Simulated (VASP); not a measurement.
A run of VASP 6.6.1 is set up as follows.

File INCAR:

```
SYSTEM = Zn2S
PREC     = Accurate       ! precision mode
ENCUT    = 600            ! plane-wave cutoff, eV
EDIFF    = 1E-6           ! SCF threshold, eV
ISMEAR   = 0              ! smearing method
SIGMA    = 0.1            ! smearing width, eV
LREAL    = .FALSE.        ! projectors in reciprocal space
LASPH    = .TRUE.         ! aspherical terms in the spheres
NELM     = 60             ! most SCF steps
ALGO     = Normal         ! electronic algorithm
ISIF     = 3              ! what is computed and relaxed
LWAVE    = .FALSE.        ! write WAVECAR
LCHARG   = .FALSE.        ! write CHGCAR
GGA      = PE             ! functional
IBRION   = 2              ! ionic algorithm
NSW      = 100            ! ionic steps
EDIFFG   = -0.01          ! ionic threshold
```

KPOINTS

```
Automatic mesh
0
G
  10 10 10
  0 0 0
```

POSCAR

```
Zn2S
1.0
   -3.2335332130      3.2335332130      2.4658050930
    3.2335332130     -3.2335332130      2.4658050930
    3.2335332130      3.2335332130     -2.4658050930
Zn S
4 2
Direct
    0.1329751182      0.3670248818      0.5000000000
    0.6329751182      0.1329751182      0.7659502364
    0.8670248818      0.6329751182      0.5000000000
    0.3670248818      0.8670248818      0.2340497636
    0.5000000000      0.5000000000      0.0000000000
    0.0000000000      0.0000000000      0.0000000000
```

Potentials or basis: VASP PAW PBE potentials, release 64 (Zn, S).

Command:

```bash
$ cat potpaw_PBE.64/Zn/POTCAR potpaw_PBE.64/S/POTCAR > POTCAR
$ mpirun -np 1 vasp_std > vasp.out
```

**Question.** What does it give for the band gap on the k mesh?

**Answer.** Zero (bands 30 and 31 overlap by 2.74 eV).

**Question.** Estimate the relaxed cell.

**Answer.** a = 5.223 Å, b = 5.223 Å, c = 5.223 Å, α = 103.34°, β = 103.34°, γ = 122.58°.

**Question.** Estimate the relaxed volume.

**Answer.** 17.55 Å³/atom.

**Question.** Estimate the space group after relaxing (to 0.1 Å).

**Answer.** I4/mcm (No. 140).

Final structure:
```
CELL_PARAMETERS angstrom
-3.23921 3.23921 2.50877
3.23921 -3.23921 2.50877
3.23921 3.23921 -2.50877
ATOMIC_POSITIONS crystal
Zn 0.13289 0.36711 0.50000
Zn 0.63289 0.13289 0.76578
Zn 0.86711 0.63289 0.50000
Zn 0.36711 0.86711 0.23422
S 0.50000 0.50000 0.00000
S 0.00000 0.00000 0.00000
```
